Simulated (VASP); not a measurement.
# KBr (P4mm) in VASP: single point with LDA

Aim: the single point of KBr with LDA.

All numbers are computed with VASP 6.6.1; they aren't measurements. Logs are shortened: lines on timing, memory, paths and dates and some standing lists are left out, and cuts for length are marked.

**1. The cell of the first run**

Symmetry: P4mm, No. 99, tetragonal system. Conventional cell: a = 4.043 Å, b = 4.043 Å, c = 4.043 Å, α = 90.00°, β = 90.00°, γ = 90.00°. Within 4.5 Å of K (site symmetry 4mm) lie 8 Br at 3.43 to 3.58 Å and 6 K at 4.04 Å. Within 4.5 Å of Br (site symmetry 4mm) lie 8 K at 3.43 to 3.58 Å and 6 Br at 4.04 Å.

**2. Single point, LDA (all Br atoms moved +0.125 Å, as atom 2 along Cartesian [0 1 0])**

Input file INCAR:

```
PREC = Accurate ; ENCUT = 520
EDIFF = 1E-6 ; ISMEAR = 0
SIGMA = 0.05 ; LREAL = False
LASPH = True ; NELM = 100
ALGO = Normal ; ISIF = 2
LWAVE = False ; LCHARG = True
LELF = True ; LVHAR = True
NBANDS = 15
```

Input file KPOINTS:

```
regular mesh
0
Gamma
  6 6 6
```

Input file POSCAR:

```
KBr
1.0
    4.0434990000      0.0000000000      0.0000000000
    0.0000000000      4.0434990000      0.0000000000
    0.0000000000      0.0000000000      4.0434990000
K Br
1 1
Direct
    0.0000000000      0.0000000000      0.0000000000
    0.5000000000      0.5309138199      0.5000000000
```

Potentials or basis: VASP PAW LDA potentials, release 64 (K_sv, Br).

Command:

```bash
> cat potpaw_LDA.64/K_sv/POTCAR potpaw_LDA.64/Br/POTCAR > POTCAR
> mpirun -np 1 vasp_std > vasp.out
```

OUTCAR:

```text
PREC = Accurate
   ENCUT = 520
   EDIFF = 1E-6
   ISMEAR = 0
   LREAL = False
   LASPH = True
   NELM = 100
   ISIF = 2

 ion  position               nearest neighbor table
   1  0.000  0.000  0.000-
   2  0.500  0.531  0.500-

  LATTYP: Found a simple cubic cell.
 ALAT       =     4.0434990000

  Lattice vectors:

 A1 = (   4.0434990000,   0.0000000000,   0.0000000000)
 A2 = (   0.0000000000,   4.0434990000,   0.0000000000)
 A3 = (   0.0000000000,   0.0000000000,   4.0434990000)

Analysis of symmetry for initial positions (statically):
=====================================================================
 Subroutine PRICEL returns:
 Original cell was already a primitive cell.

 Routine SETGRP: Setting up the symmetry group for a
 simple cubic supercell.

 Subroutine GETGRP returns: Found  8 space group operations
 (whereof  8 operations were pure point group operations)
 out of a pool of 48 trial point group operations.

The static configuration has the point symmetry C_4v.

Analysis of symmetry for dynamics (positions and initial velocities):
=====================================================================
 Subroutine PRICEL returns:
 Original cell was already a primitive cell.

 Routine SETGRP: Setting up the symmetry group for a
 simple cubic supercell.

 Subroutine GETGRP returns: Found  8 space group operations
 (whereof  8 operations were pure point group operations)
 out of a pool of 48 trial point group operations.

The dynamic configuration has the point symmetry C_4v.

 Subroutine INISYM returns: Found  8 space group operations
 (whereof  8 operations are pure point group operations),
 and found     1 'primitive' translations

----------------------------------------------------------------------------------------

                                     Primitive cell

  volume of cell :      66.1107

  direct lattice vectors                    reciprocal lattice vectors
     4.043499000  0.000000000  0.000000000     0.247310559  0.000000000  0.000000000
     0.000000000  4.043499000  0.000000000     0.000000000  0.247310559  0.000000000
     0.000000000  0.000000000  4.043499000     0.000000000  0.000000000  0.247310559

  length of vectors
     4.043499000  4.043499000  4.043499000     0.247310559  0.247310559  0.247310559

  position of ions in fractional coordinates (direct lattice)
     0.000000000  0.000000000  0.000000000
     0.500000000  0.530913820  0.500000000

  ion indices of the primitive-cell ions
   primitive index   ion index
                 1           1
                 2           2

----------------------------------------------------------------------------------------

 KPOINTS: regular mesh

Automatic generation of k-mesh.
 Grid dimensions read from file:
 generate k-points for:    6    6    6

 Generating k-lattice:

  Cartesian coordinates                     Fractional coordinates (reciprocal lattice)
     0.041218427  0.000000000  0.000000000     0.166666667  0.000000000  0.000000000
     0.000000000  0.041218427  0.000000000     0.000000000  0.166666667  0.000000000
     0.000000000  0.000000000  0.041218427     0.000000000  0.000000000  0.166666667

  Length of vectors
     0.041218427  0.041218427  0.041218427

  Shift w.r.t. Gamma in fractional coordinates (k-lattice)
     0.000000000  0.000000000  0.000000000

 Subroutine IBZKPT returns following result:
 ===========================================

 Found     40 irreducible k-points:

 Following reciprocal coordinates:
            Coordinates               Weight
  0.000000  0.000000  0.000000      1.000000
  0.166667  0.000000  0.000000      4.000000
  0.000000  0.166667  0.000000      2.000000
  0.333333  0.000000  0.000000      4.000000
  0.000000  0.333333  0.000000      2.000000
  0.500000  0.000000  0.000000      2.000000
[... 16 lines left out ...]
  0.166667  0.166667  0.166667      8.000000
  0.333333  0.166667  0.166667     16.000000
 [... further k-points ...]
   k-points           NKPTS =     40   k-points in BZ     NKDIM =     40   number of bands    NBANDS=     15
   number of dos      NEDOS =    301   number of ions     NIONS =      2
   total plane-waves  NPLWV =  27000
   dimension x,y,z NGX =    30 NGY =   30 NGZ =   30
   dimension x,y,z NGXF=    60 NGYF=   60 NGZF=   60
   ions per type =               1   1
   NGX,Y,Z   is equivalent  to a cutoff of  12.33, 12.33, 12.33 a.u.
   NGXF,Y,Z  is equivalent  to a cutoff of  24.67, 24.67, 24.67 a.u.
 SYSTEM =  unknown system
   PREC   = accura    normal or accurate (medium, high low for compatibility)
   ISTART =      0    job   : 0-new  1-cont  2-samecut
   ICHARG =      2    charge: 1-file 2-atom 10-const
   ISPIN  =      1    spin polarized calculation?
   LNONCOLLINEAR =      F non collinear calculations
   LSORBIT =      F    spin-orbit coupling
   LASPH  =      T    aspherical Exc in radial PAW
   ENCUT  =  520.0 eV  38.22 Ry    6.18 a.u.   7.52  7.52  7.52*2*pi/ulx,y,z
   NELM   =    100;   NELMIN=  2; NELMDL= -5     # of ELM steps
   EDIFF  = 0.1E-05   stopping-criterion for ELM
   LREAL  =      F    real-space projection
[... 7 lines left out ...]
   TEBEG  =    0.0;   TEEND  =   0.0 temperature during run
   PSTRESS=    0.0 pullay stress
   NELECT =      16.0000    total number of electrons
   NUPDOWN=      -1.0000    fix difference up-down
   EMIN   =  10.00;   EMAX   =-10.00  energy-range for DOS
   EFERMI =   0.00;   METHOD = LEGACY
   ISMEAR =     0;   SIGMA  =   0.05  broadening in eV -4-tet -1-fermi 0-gaus
   EFERMI_NEDOS =   21; number of points for ismear=-14 and -15
   IALGO  =     38    algorithm
   IMIX   =      4    mixing-type and parameters
     AMIX     =   0.40;   BMIX     =  1.00
     AMIX_MAG =   1.60;   BMIX_MAG =  1.00
  volume/ion in A,a.u.               =      33.06       223.07
  Fermi-wavevector in a.u.,A,eV,Ry     =   1.020213  1.927923 14.161412  1.040834
  Thomas-Fermi vector in A             =   2.153770
   LORBIT       =      0    0 simple, 1 ext, 2 COOP (PROOUT), +10 PAW based schemes
   GGA     = CA    functional components
   LHFCALC =     F    Hartree Fock is set to
   AEXX    =    0.0000 exact exchange contribution
   IVDW    =     0    specifies the selected vdW correction
   LEPSILON=     F    determine dielectric tensor
   LRPA    =     F    only Hartree local field effects (RPA)
 non-spin polarized calculation
 Gauss-broadening in eV      SIGMA  =   0.05
  energy-cutoff  :      520.00
  volume of cell :       66.11
 maximum number of plane-waves:      1800
   NGX = 15   NGY = 15   NGZ = 15

 number of electron      16.0000000 magnetization

 Free energy of the ion-electron system (eV)
  ---------------------------------------------------
  ext. energy  EPLUGINS =         0.00000000
  ---------------------------------------------------
  free energy    TOTEN  =        -6.68222258 eV

  energy without entropy =       -6.68222258  energy(sigma->0) =       -6.68222258

 E-fermi :  -0.5927     XC(G=0):  -8.3145

 val. band max:       -0.9305228753   @ k =   0.5000   0.0000   0.5000
 cond. band min:       2.5553328640   @ k =   0.0000   0.0000   0.0000
 fundamental gap:      3.4858557393
 Fermi energy:        -0.5926510665

 k-point     1 :       0.0000    0.0000    0.0000
  band No.  band energies     occupation
      1     -29.1955      2.00000
      2     -13.7441      2.00000
      3     -12.8536      2.00000
      4     -12.8536      2.00000
      5     -12.8505      2.00000
      6      -1.2021      2.00000
      7      -1.2002      2.00000
      8      -1.2002      2.00000
      9       2.5553      0.00000
     10       4.6477      0.00000
     11       4.6840      0.00000
     12       8.5733      0.00000
     13       8.5965      0.00000
     14       8.5965      0.00000
     15      11.1340      0.00000

 k-point     2 :       0.1667    0.0000    0.0000
  band No.  band energies     occupation
      1     -29.1928      2.00000
      2     -13.7792      2.00000
      3     -12.8529      2.00000
      4     -12.8484      2.00000
      5     -12.8081      2.00000
      6      -1.7740      2.00000
      7      -1.1945      2.00000
      8      -1.1928      2.00000
      9       3.1974      0.00000
     10       4.8795      0.00000
     11       5.2132      0.00000
     12       8.4774      0.00000
     13       8.5033      0.00000
     14       8.7155      0.00000
     15      10.1898      0.00000

 k-point     3 :       0.0000    0.1667    0.0000
  band No.  band energies     occupation
      1     -29.1928      2.00000
      2     -13.7780      2.00000
      3     -12.8484      2.00000
      4     -12.8484      2.00000
      5     -12.8139      2.00000
      6      -1.7739      2.00000
      7      -1.1935      2.00000
      8      -1.1935      2.00000
      9       3.1969      0.00000
     10       4.8576      0.00000
     11       5.2429      0.00000
     12       8.4993      0.00000
     13       8.4993      0.00000
     14       8.6860      0.00000
     15      10.3031      0.00000
[... 343 lines left out ...]
 k-point    23 :       0.1667    0.1667    0.1667
  band No.  band energies     occupation
      1     -29.1874      2.00000
      2     -13.7665      2.00000
      3     -12.8867      2.00000
      4     -12.8861      2.00000
      5     -12.7443      2.00000
      6      -1.8359      2.00000
      7      -1.5594      2.00000
      8      -1.5576      2.00000
      9       4.2156      0.00000
     10       5.6487      0.00000
     11       5.6627      0.00000
     12       7.8797      0.00000
     13       7.9130      0.00000
     14       8.4027      0.00000
     15      10.4998      0.00000

 k-point    24 :       0.3333    0.1667    0.1667
  band No.  band energies     occupation
      1     -29.1820      2.00000
      2     -13.7477      2.00000
      3     -12.9037      2.00000
      4     -12.8743      2.00000
      5     -12.7549      2.00000
      6      -2.4109      2.00000
      7      -1.5479      2.00000
      8      -1.5206      2.00000
      9       5.0549      0.00000
     10       5.8324      0.00000
     11       6.2669      0.00000
     12       7.5279      0.00000
     13       7.7741      0.00000
     14       7.9515      0.00000
     15      10.2170      0.00000

 [... further k-points ...]

------------------------ aborting loop because EDIFF is reached ----------------------------------------

  FORCE on cell =-STRESS in cart. coord.  units (eV):
  Direction    XX          YY          ZZ          XY          YZ          ZX
  --------------------------------------------------------------------------------------
  -------------------------------------------------------------------------------------
  Total       -1.0494693     -1.0462951     -1.0494693     -0.0000000      0.0000000      0.0000000
  in kB      -25.4336267    -25.3567015    -25.4336267     -0.0000000      0.0000000      0.0000000
  external PRESSURE =     -25.4079850 kB  Pullay stress =       0.0000000 kB

 VOLUME and BASIS-vectors are now :
 -----------------------------------------------------------------------------
  energy-cutoff  :      520.00
  volume of cell :       66.11
      direct lattice vectors                 reciprocal lattice vectors
     4.043499000  0.000000000  0.000000000     0.247310559  0.000000000  0.000000000
     0.000000000  4.043499000  0.000000000     0.000000000  0.247310559  0.000000000
     0.000000000  0.000000000  4.043499000     0.000000000  0.000000000  0.247310559

 POSITION                                       TOTAL-FORCE (eV/Angst)
 -----------------------------------------------------------------------------------
      0.00000      0.00000      0.00000         0.000000      0.037305      0.000000
      2.02175      2.14675      2.02175         0.000000     -0.037305     -0.000000
 -----------------------------------------------------------------------------------
    total drift:                                0.000000     -0.000311     -0.000001

  FREE ENERGIE OF THE ION-ELECTRON SYSTEM (eV)
  ---------------------------------------------------
  free  energy   TOTEN  =        -6.6822225828 eV

  energy  without entropy=       -6.6822225828  energy(sigma->0) =       -6.68222258
```

It took 17 s on 1 thread of AMD EPYC 9R14 (Zen 4), shared host; peak memory 0.14 GiB.

Results:

```
Free energy            : -6.6822 eV
Pressure               : -2.5 GPa
Largest force          : 0.037 eV/Å
Band gap on the k mesh : 3.49 eV, indirect (least direct gap 3.76 eV)
```

Forces in eV/Å, atoms in the order of the input:
```
K    0.000  0.037  0.000
Br   0.000 -0.037  0.000
```

Caveat: the cell differs from its parent crystal (all Br atoms moved +0.125 Å, as atom 2 along Cartesian [0 1 0]).
